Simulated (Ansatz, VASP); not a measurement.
**AsAu3 in VASP and in Ansatz**

INCAR

```
SYSTEM = AsAu3
PREC = Accurate ; ENCUT = 520
EDIFF = 1E-6 ; ISMEAR = -1
SIGMA = 0.05 ; LREAL = .FALSE.
LASPH = .TRUE. ; NELM = 100
ALGO = Fast ; ISIF = 2
LWAVE = .FALSE. ; LCHARG = .TRUE.
GGA = PE ; LELF = .TRUE.
LVHAR = .TRUE. ; NBANDS = 48
```

KPOINTS

```
regular mesh
0
G
  5 5 6
  0 0 0
```

Contents of POSCAR:

```
AsAu3
1.0
    6.0758579794      0.0000000000      0.0000000000
   -3.0379289897      5.2618473599      0.0000000000
    0.0000000000      0.0000000000      4.9032232390
Au As
6 2
Direct
    0.1668315050      0.3336630100      0.2500000000
    0.1668315050      0.8331684950      0.2500000000
    0.6663369900      0.8331684950      0.2500000000
    0.8331684950      0.6663369900      0.7500000000
    0.8331684950      0.1668315050      0.7500000000
    0.3336630100      0.1668315050      0.7500000000
    0.3333333333      0.6666666667      0.7500000000
    0.6666666667      0.3333333333      0.2500000000
```

Contents of input.yaml:

```yaml
crystal:
  lattice:
    - [6.0758579794, 0.0, 0.0]
    - [-3.0379289897, 5.2618473599, 0.0]
    - [0.0, 0.0, 4.903223239]
  atoms:
    - { symbol: Au, position: [0.166831505, 0.33366301, 0.25] }
    - { symbol: Au, position: [0.166831505, 0.833168495, 0.25] }
    - { symbol: Au, position: [0.66633699, 0.833168495, 0.25] }
    - { symbol: Au, position: [0.833168495, 0.66633699, 0.75] }
    - { symbol: Au, position: [0.833168495, 0.166831505, 0.75] }
    - { symbol: Au, position: [0.33366301, 0.166831505, 0.75] }
    - { symbol: As, position: [0.3333333333, 0.6666666667, 0.75] }
    - { symbol: As, position: [0.6666666667, 0.3333333333, 0.25] }
hamiltonian:
  xc: pbe
  pseudopotentials: { kind: paw }
kpoints:
  mp_grid: { grid: [5, 5, 6] }
scf:
  occupations: { method: fermi_dirac, width: 0.05 }
output:
  forces: true
  stress: true
  eigenvalues: true
```

Alike in both runs: task single point; functional PBE; k mesh 5 × 5 × 6; occupations fermi-dirac, width 0.05 eV; no spin polarisation.

```csv
,VASP,Ansatz
version,VASP 6.6.1,Ansatz 0.2.0
potentials or method,"VASP PAW PBE potentials, release 64 (Au, As)",Ansatz PAW
plane-wave cutoff (eV),520,420
valence electrons in the cell,76,144
```

Ansatz gave:

* gap on the k mesh at the Fermi level (eV): none
* pressure (GPa): -6.7
* traceless stress, the component that is largest in VASP (GPa): -0.34
* rms of the force components (eV/Å): 0.033

Question: Which values does VASP return?

Answer: gap on the k mesh at the Fermi level (eV): none; pressure (GPa): -6.8; traceless stress, the component that is largest in VASP (GPa): -0.34; rms of the force components (eV/Å): 0.033.

Atom by atom the forces differ by 0.000 eV/Å (rms over components). A gap of «none» marks a metal or a gap that the smearing closes. The functional is the same, so the differences come from potentials, cutoffs and numerics. VASP's potentials hold 76 valence electrons a cell and Ansatz's 144, so a difference there can come from the potentials and not from the codes.

Neither program's run includes spin-orbit coupling.
